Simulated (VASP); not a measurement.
# Lu (Im-3m) in VASP: a series of runs

Lu is run at these levels: LDA; tasks: single point.

All numbers are computed with VASP 6.6.1; they aren't measurements. Logs are shortened: lines on timing, memory, paths and dates and some standing lists are left out, and cuts for length are marked.

## (1) The cell of the first run

It takes space group Im-3m (No. 229, cubic). The conventional cell has a = 3.841 Å, b = 3.841 Å, c = 3.841 Å, α = 90.00°, β = 90.00°, γ = 90.00°. Lu (site symmetry m-3m) has 14 Lu at 3.33 to 3.84 Å within 4.4 Å.

## (2) Single point, LDA (volume scaled by 1.08)

Contents of INCAR:

```
PREC = Accurate
ENCUT = 520
EDIFF = 1E-7
ISMEAR = -1
SIGMA = 0.1
LREAL = F
LASPH = T
NELM = 80
ALGO = Normal
ISIF = 2
LWAVE = F
LCHARG = T
GGA = CA
LELF = T
LVHAR = T
NBANDS = 18
```

Contents of KPOINTS:

```
regular mesh
0
Gamma
  13 13 13
```

Contents of POSCAR:

```
Lu
1.0
   -1.9205262952      1.9205262952      1.9205262952
    1.9205262952     -1.9205262952      1.9205262952
    1.9205262952      1.9205262952     -1.9205262952
Lu
1
Direct
    0.0000000000      0.0000000000      0.0000000000
```

Potentials or basis: VASP PAW PBE potentials, release 64 (Lu).

Launch:

```console
cat potpaw_PBE.64/Lu/POTCAR > POTCAR
mpirun -np 1 vasp_std > vasp.out
```

OUTCAR:

```text
PREC = Accurate
   ENCUT = 520
   EDIFF = 1E-7
   ISMEAR = -1
   LREAL = F
   LASPH = T
   NELM = 80
   ISIF = 2
   GGA = CA

 ion  position               nearest neighbor table
   1  0.000  0.000  0.000-

  LATTYP: Found a body centered cubic cell.
 ALAT       =     3.8410525904

  Lattice vectors:

 A1 = (  -1.9205262952,   1.9205262952,   1.9205262952)
 A2 = (   1.9205262952,  -1.9205262952,   1.9205262952)
 A3 = (   1.9205262952,   1.9205262952,  -1.9205262952)

Analysis of symmetry for initial positions (statically):
=====================================================================
 Subroutine PRICEL returns:
 Original cell was already a primitive cell.

 Routine SETGRP: Setting up the symmetry group for a
 body centered cubic supercell.

 Subroutine GETGRP returns: Found 48 space group operations
 (whereof 48 operations were pure point group operations)
 out of a pool of 48 trial point group operations.

The static configuration has the point symmetry O_h .

Analysis of symmetry for dynamics (positions and initial velocities):
=====================================================================
 Subroutine PRICEL returns:
 Original cell was already a primitive cell.

 Routine SETGRP: Setting up the symmetry group for a
 body centered cubic supercell.

 Subroutine GETGRP returns: Found 48 space group operations
 (whereof 48 operations were pure point group operations)
 out of a pool of 48 trial point group operations.

The dynamic configuration has the point symmetry O_h .

 Subroutine INISYM returns: Found 48 space group operations
 (whereof 48 operations are pure point group operations),
 and found     1 'primitive' translations

----------------------------------------------------------------------------------------

                                     Primitive cell

  volume of cell :      28.3348

  direct lattice vectors                    reciprocal lattice vectors
    -1.920526295  1.920526295  1.920526295     0.000000000  0.260345303  0.260345303
     1.920526295 -1.920526295  1.920526295     0.260345303  0.000000000  0.260345303
     1.920526295  1.920526295 -1.920526295     0.260345303  0.260345303  0.000000000

  length of vectors
     3.326449121  3.326449121  3.326449121     0.368183858  0.368183858  0.368183858

  position of ions in fractional coordinates (direct lattice)
     0.000000000  0.000000000  0.000000000

  ion indices of the primitive-cell ions
   primitive index   ion index
                 1           1

----------------------------------------------------------------------------------------

 KPOINTS: regular mesh

Automatic generation of k-mesh.
 Grid dimensions read from file:
 generate k-points for:   13   13   13

 Generating k-lattice:

  Cartesian coordinates                     Fractional coordinates (reciprocal lattice)
     0.000000000  0.020026562  0.020026562     0.076923077  0.000000000  0.000000000
     0.020026562  0.000000000  0.020026562     0.000000000  0.076923077  0.000000000
     0.020026562  0.020026562  0.000000000     0.000000000  0.000000000  0.076923077

  Length of vectors
     0.028321835  0.028321835  0.028321835

  Shift w.r.t. Gamma in fractional coordinates (k-lattice)
     0.000000000  0.000000000  0.000000000

 Subroutine IBZKPT returns following result:
 ===========================================

 Found     84 irreducible k-points:

 Following reciprocal coordinates:
            Coordinates               Weight
  0.000000  0.000000  0.000000      1.000000
  0.076923  0.000000  0.000000     12.000000
  0.153846  0.000000  0.000000     12.000000
  0.230769  0.000000  0.000000     12.000000
  0.307692  0.000000  0.000000     12.000000
  0.384615  0.000000  0.000000     12.000000
[... 16 lines left out ...]
  0.153846  0.076923  0.076923     24.000000
  0.230769  0.076923  0.076923     24.000000
 [... further k-points ...]
   k-points           NKPTS =     84   k-points in BZ     NKDIM =     84   number of bands    NBANDS=     18
   number of dos      NEDOS =    301   number of ions     NIONS =      1
   total plane-waves  NPLWV =  21952
   dimension x,y,z NGX =    28 NGY =   28 NGZ =   28
   dimension x,y,z NGXF=    56 NGYF=   56 NGZF=   56
   ions per type =               1
   NGX,Y,Z   is equivalent  to a cutoff of  13.99, 13.99, 13.99 a.u.
   NGXF,Y,Z  is equivalent  to a cutoff of  27.99, 27.99, 27.99 a.u.
 SYSTEM =  unknown system
   PREC   = accura    normal or accurate (medium, high low for compatibility)
   ISTART =      0    job   : 0-new  1-cont  2-samecut
   ICHARG =      2    charge: 1-file 2-atom 10-const
   ISPIN  =      1    spin polarized calculation?
   LNONCOLLINEAR =      F non collinear calculations
   LSORBIT =      F    spin-orbit coupling
   LASPH  =      T    aspherical Exc in radial PAW
   ENCUT  =  520.0 eV  38.22 Ry    6.18 a.u.   6.18  6.18  6.18*2*pi/ulx,y,z
   NELM   =     80;   NELMIN=  2; NELMDL= -5     # of ELM steps
   EDIFF  = 0.1E-06   stopping-criterion for ELM
   LREAL  =      F    real-space projection
   EDIFFG = 0.1E-05   stopping-criterion for IOM
   NSW    =      0    number of steps for IOM
   IBRION =     -1    ionic relax: 0-MD 1-quasi-New 2-CG
   NFREE  =      0    steps in history (QN), initial steepest desc. (CG)
   ISIF   =      2    stress and relaxation
   ISYM   =      2    0-nonsym 1-usesym 2-fastsym
   POTIM  = 0.5000    time-step for ionic-motion
   TEBEG  =    0.0;   TEEND  =   0.0 temperature during run
   PSTRESS=    0.0 pullay stress
   NELECT =      25.0000    total number of electrons
   NUPDOWN=      -1.0000    fix difference up-down
   EMIN   =  10.00;   EMAX   =-10.00  energy-range for DOS
   EFERMI =   0.00;   METHOD = LEGACY
   ISMEAR =    -1;   SIGMA  =   0.10  broadening in eV -4-tet -1-fermi 0-gaus
   EFERMI_NEDOS =   21; number of points for ismear=-14 and -15
   IALGO  =     38    algorithm
   IMIX   =      4    mixing-type and parameters
     AMIX     =   0.40;   BMIX     =  1.00
     AMIX_MAG =   1.60;   BMIX_MAG =  1.00
  volume/ion in A,a.u.               =      28.33       191.21
  Fermi-wavevector in a.u.,A,eV,Ry     =   1.570174  2.967200 33.544455  2.465448
  Thomas-Fermi vector in A             =   2.671947
   LORBIT       =      0    0 simple, 1 ext, 2 COOP (PROOUT), +10 PAW based schemes
   GGA     = CA    functional components
   LHFCALC =     F    Hartree Fock is set to
   AEXX    =    0.0000 exact exchange contribution
   IVDW    =     0    specifies the selected vdW correction
   LEPSILON=     F    determine dielectric tensor
   LRPA    =     F    only Hartree local field effects (RPA)
 non-spin polarized calculation
  energy-cutoff  :      520.00
  volume of cell :       28.33
 maximum number of plane-waves:       773
 NGX is ok and might be reduce to    28
   NGX = 13   NGY = 13   NGZ = 13

 number of electron      24.9999998 magnetization

 Free energy of the ion-electron system (eV)
  ---------------------------------------------------
  ext. energy  EPLUGINS =         0.00000000
  ---------------------------------------------------
  free energy    TOTEN  =        -5.04484688 eV

  energy without entropy =       -4.97339203  energy(sigma->0) =       -5.00911946

 E-fermi :   2.1828     XC(G=0): -11.1183

 val. band max:        2.1758546388   @ k =   0.3077   0.3077   0.0000
 cond. band min:       2.1850804754   @ k =   0.3077   0.1538   0.0769
 fundamental gap:      0.0092258366
 Fermi energy:         2.1828027736

 k-point     1 :       0.0000    0.0000    0.0000
  band No.  band energies     occupation
      1     -53.8584      2.00000
      2     -24.4432      2.00000
      3     -24.4432      2.00000
      4     -24.4432      2.00000
      5      -4.0074      2.00000
      6      -2.9901      2.00000
[... 10 lines left out ...]
     17       6.5445      0.00000
     18      14.0905      0.00000

 k-point     2 :       0.0769    0.0000    0.0000
  band No.  band energies     occupation
      1     -53.8562      2.00000
      2     -24.4770      2.00000
      3     -24.4539      2.00000
      4     -24.4432      2.00000
      5      -3.8275      2.00000
      6      -2.9885      2.00000
[... 10 lines left out ...]
     17       6.5441      0.00000
     18      14.2650      0.00000

 k-point     3 :       0.1538    0.0000    0.0000
  band No.  band energies     occupation
      1     -53.8502      2.00000
      2     -24.5696      2.00000
      3     -24.4835      2.00000
      4     -24.4435      2.00000
      5      -3.3111      2.00000
      6      -2.9843      2.00000
[... 10 lines left out ...]
     17       6.5644      0.00000
     18      14.5776      0.00000

 k-point     4 :       0.2308    0.0000    0.0000
  band No.  band energies     occupation
      1     -53.8417      2.00000
      2     -24.6971      2.00000
      3     -24.5249      2.00000
      4     -24.4439      2.00000
      5      -2.9801      2.00000
      6      -2.9638      2.00000
[... 10 lines left out ...]
     17       6.6490      0.00000
     18      14.2578      0.00000

 k-point     5 :       0.3077    0.0000    0.0000
  band No.  band energies     occupation
      1     -53.8326      2.00000
      2     -24.8287      2.00000
      3     -24.5685      2.00000
      4     -24.4443      2.00000
      5      -2.9781      2.00000
      6      -2.9513      2.00000
[... 10 lines left out ...]
     17       6.8984      0.00000
     18      13.2077      0.00000

 k-point     6 :       0.3846    0.0000    0.0000
  band No.  band energies     occupation
      1     -53.8251      2.00000
      2     -24.9352      2.00000
      3     -24.6043      2.00000
      4     -24.4446      2.00000
      5      -2.9787      2.00000
      6      -2.9575      2.00000
[... 307 lines left out ...]
 k-point    21 :       0.3077    0.3077    0.0000
  band No.  band energies     occupation
      1     -53.8159      2.00000
      2     -24.8697      2.00000
      3     -24.7838      2.00000
      4     -24.5127      2.00000
      5      -2.9757      2.00000
      6      -2.9530      2.00000
[... 10 lines left out ...]
     17       8.4665      0.00000
     18      10.9948      0.00000

 k-point    22 :       0.0769    0.0769    0.0769
  band No.  band energies     occupation
      1     -53.8467      2.00000
      2     -24.6333      2.00000
      3     -24.4671      2.00000
      4     -24.4671      2.00000
      5      -2.9944      2.00000
      6      -2.9789      2.00000
[... 10 lines left out ...]
     17       6.3493      0.00000
     18      14.7940      0.00000

 k-point    23 :       0.1538    0.0769    0.0769
  band No.  band energies     occupation
      1     -53.8390      2.00000
      2     -24.7403      2.00000
      3     -24.5105      2.00000
      4     -24.4697      2.00000
      5      -2.9728      2.00000
      6      -2.9601      2.00000
[... 10 lines left out ...]
     17       6.6382      0.00000
     18      14.6915      0.00000

 k-point    24 :       0.2308    0.0769    0.0769
  band No.  band energies     occupation
      1     -53.8309      2.00000
      2     -24.8422      2.00000
      3     -24.5657      2.00000
      4     -24.4724      2.00000
      5      -2.9701      2.00000
      6      -2.9538      2.00000
[... 10 lines left out ...]
     17       7.4686      0.00000
     18      12.8188      0.00000

 [... further k-points ...]
[... 5 lines left out ...]
  --------------------------------------------------------------------------------------
  -------------------------------------------------------------------------------------
  Total       -0.5678496     -0.5678496     -0.5678496      0.0000000     -0.0000000     -0.0000000
  in kB      -32.1087309    -32.1087309    -32.1087309      0.0000000     -0.0000000     -0.0000000
  external PRESSURE =     -32.1087309 kB  Pullay stress =       0.0000000 kB

 VOLUME and BASIS-vectors are now :
 -----------------------------------------------------------------------------
  energy-cutoff  :      520.00
  volume of cell :       28.33
      direct lattice vectors                 reciprocal lattice vectors
    -1.920526295  1.920526295  1.920526295     0.000000000  0.260345303  0.260345303
     1.920526295 -1.920526295  1.920526295     0.260345303  0.000000000  0.260345303
     1.920526295  1.920526295 -1.920526295     0.260345303  0.260345303  0.000000000

 POSITION                                       TOTAL-FORCE (eV/Angst)
 -----------------------------------------------------------------------------------
      0.00000      0.00000      0.00000        -0.000000      0.000000      0.000000
 -----------------------------------------------------------------------------------
    total drift:                               -0.000000     -0.000000     -0.000000

  FREE ENERGIE OF THE ION-ELECTRON SYSTEM (eV)
  ---------------------------------------------------
  free  energy   TOTEN  =        -5.0448468800 eV

  energy  without entropy=       -4.9733920338  energy(sigma->0) =       -5.00911946
```

Wall time 52 s (1 thread of Intel Xeon Platinum 8488C (Sapphire Rapids), shared host); peak memory 0.18 GiB.

What came out:

```yaml
Free_energy: -5.0448 eV
Pressure: -3.2 GPa
```

Caveat: the PAW data sets were made with another functional, which shifts forces and pressure a little; spin-orbit coupling is left out, which moves the levels of the heavy elements.

## (3) Single point, LDA (volume scaled by 1.12)

Contents of INCAR:

```
SYSTEM = Lu
  ALGO = Normal
  EDIFF = 1E-7
  ENCUT = 520
  GGA = CA
  ISIF = 2
  ISMEAR = -1
  LASPH = .TRUE.
  LCHARG = .TRUE.
  LELF = .TRUE.
  LREAL = .FALSE.
  LVHAR = .TRUE.
  LWAVE = .FALSE.
  NBANDS = 18
  NELM = 100
  PREC = Accurate
  SIGMA = 0.1
```

Contents of KPOINTS:

```
k-points
0
G
  13 13 13
  0 0 0
```

Contents of POSCAR:

```
Lu
1.0
   -1.9439496561      1.9439496561      1.9439496561
    1.9439496561     -1.9439496561      1.9439496561
    1.9439496561      1.9439496561     -1.9439496561
Lu
1
Direct
    0.0000000000      0.0000000000      0.0000000000
```

Potentials or basis: VASP PAW PBE potentials, release 64 (Lu).

Launch:

```console
cat potpaw_PBE.64/Lu/POTCAR > POTCAR
mpirun -np 1 vasp_std > vasp.out
```

Wall time 57 s (1 thread of Intel Xeon Platinum 8488C (Sapphire Rapids), shared host); peak memory 0.18 GiB.

It converged, with:

```
Free energy : -5.0197 eV
Pressure    : -4.6 GPa
```

Levels at points of the mesh, in eV from the Fermi level:
```tsv
k point	band 8	band 9	band 10	band 11	band 12	band 13	band 14	band 15	band 16	band 17
(0.00, 0.00, 0.00)	-5.23	-5.14	-5.14	-5.14	-5.12	1.98	1.98	1.98	4.24	4.24
```

Caveat: the PAW data sets were made with another functional, which shifts forces and pressure a little; spin-orbit coupling is left out, which moves the levels of the heavy elements.
